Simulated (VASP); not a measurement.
# Li: single point with PBE

Li:

```xyz
16
Lattice="6.9800 0.0000 0.0000 0.0000 6.9800 0.0000 0.0000 0.0000 6.9800" Properties=species:S:1:pos:R:3 pbc="T T T"
Li   -0.4788    0.5188    0.0852
Li    4.2022    0.0506   -0.2945
Li    0.0365    3.9500    0.5161
Li    0.7570    0.1642    3.3361
Li    2.2108    1.4314    1.6193
Li    3.3346    3.7464    0.2669
Li    3.8331    0.3124    3.3807
Li    4.7678    1.6283    1.5642
Li    0.5695    2.7316    3.7617
Li    2.0276    5.8439    1.0790
Li    2.2544    2.4154    5.9389
Li    3.0382    3.6085    3.6100
Li    5.4226    5.4111    1.8442
Li    5.0696    2.0811    4.8636
Li    1.7503    5.6995    5.2187
Li    5.6914    5.0005    4.8380
```

```json
{
 "Program": "VASP 6.6.1",
 "Task": "single point",
 "Functional": "PBE",
 "Potentials or basis": "VASP PAW PBE potentials, release 64 (Li_sv)",
 "Cutoff": "520 eV",
 "k mesh": "3 × 3 × 3",
 "Occupations": "fermi-dirac, width 0.16 eV",
 "Spin": "no spin polarisation"
}
```

```json
{"Largest force": "1.238 eV/Å", "Band gap on the k mesh": "zero (bands 24 and 25 overlap by 0.42 eV)"}
```

Forces in eV/Å, atoms in the order of the input:
```
Li   1.109 -0.007 -0.257
Li  -0.782 -0.476 -0.468
Li   0.180 -0.479 -0.298
Li  -0.659 -0.244 -0.012
Li  -0.352  0.461 -0.243
Li   0.925  0.556  0.314
Li  -0.256 -0.579  0.481
Li   0.555  0.876  0.281
Li  -0.347  0.417 -0.262
Li  -0.075 -0.085  0.373
Li  -0.583 -0.967 -0.507
Li   0.324  0.358 -0.462
Li  -0.223  0.139  0.319
Li   0.160  0.111  0.286
Li   0.101 -0.222  0.243
Li  -0.077  0.141  0.211
```

Levels at points of the mesh, in eV from the Fermi level:
| k point | band 20 | band 21 | band 22 | band 23 | band 24 | band 25 | band 26 | band 27 | band 28 | band 29 |
| --- | --- | --- | --- | --- | --- | --- | --- | --- | --- | --- |
| (0.00, 0.00, 0.00) | -1.19 | -1.09 | -0.99 | -0.98 | 0.29 | 0.35 | 0.44 | 0.46 | 0.54 | 0.65 |

Run time: 3.9 min on 1 thread of AMD EPYC 7R13 Processor (Zen 3) (shared host), peak memory 0.37 GiB.

Caveat: forces of over 1 eV/Å act on the atoms, so gaps and moduli don't describe the material at rest.
